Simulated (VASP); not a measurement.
SiGe2: single point with r2SCAN

The system is SiGe2.

```xyz
6
Lattice="3.9538 0.0000 0.0000 -1.9769 3.4241 0.0000 0.0000 0.0000 9.6583" Properties=species:S:1:pos:R:3 pbc="T T T"
Si    0.0000    0.0000   -0.0165
Si    1.9769    1.1414    6.4529
Ge    0.0000    2.2828    3.2184
Ge    1.9769    1.1414    8.8556
Ge    0.0000    2.2828    5.6720
Ge    0.0000    0.0000    2.3781
```

```
Program                : VASP 6.6.1
Task                   : single point
Functional             : r2SCAN
Potentials or basis    : VASP PAW PBE potentials, release 64 (Si, Ge_d)
Cutoff                 : 520 eV
k mesh                 : 6 × 6 × 2
Occupations            : fermi-dirac, width 0.02 eV
Spin                   : no spin polarisation
Dipole correction      : no
Further INCAR settings : ALGO = Normal; EDIFF = 1e-06; NBANDS = 41
```

```
Pressure               : 0.0 GPa
Largest force          : 0.014 eV/Å
Band gap on the k mesh : 0.83 eV (least direct gap 1.02 eV)
```

Forces on the atoms (eV/Å):
```
Si   0.000  0.000  0.000
Si   0.000  0.000 -0.004
Ge   0.000  0.000  0.006
Ge   0.000  0.000 -0.010
Ge   0.000  0.000  0.014
Ge   0.000  0.000 -0.006
```

Levels at points of the mesh, in eV from the valence-band top:
```
           k point  band 29  band 30  band 31  band 32  band 33  band 34  band 35  band 36
(0.00, 0.00, 0.00)    -1.13    -0.02     0.00     0.00     1.02     1.10     1.59     2.66
(0.50, 0.00, 0.00)    -3.18    -3.05    -2.11    -1.96     0.83     1.05     1.98     2.15
(0.00, 0.00, 0.50)    -0.68    -0.68    -0.41    -0.41     0.87     1.70     1.73     3.27
(0.50, 0.00, 0.50)    -2.96    -2.79    -1.43    -1.43     0.90     1.12     1.40     2.96
```

Wall time 2.7 min on 1 thread of AMD EPYC 9R45 96-Core Processor (Zen 5) (shared host), peak memory 0.25 GiB.

Caveat: the PAW data sets were made with another functional, which shifts forces and pressure a little. A k mesh can miss the band edges.
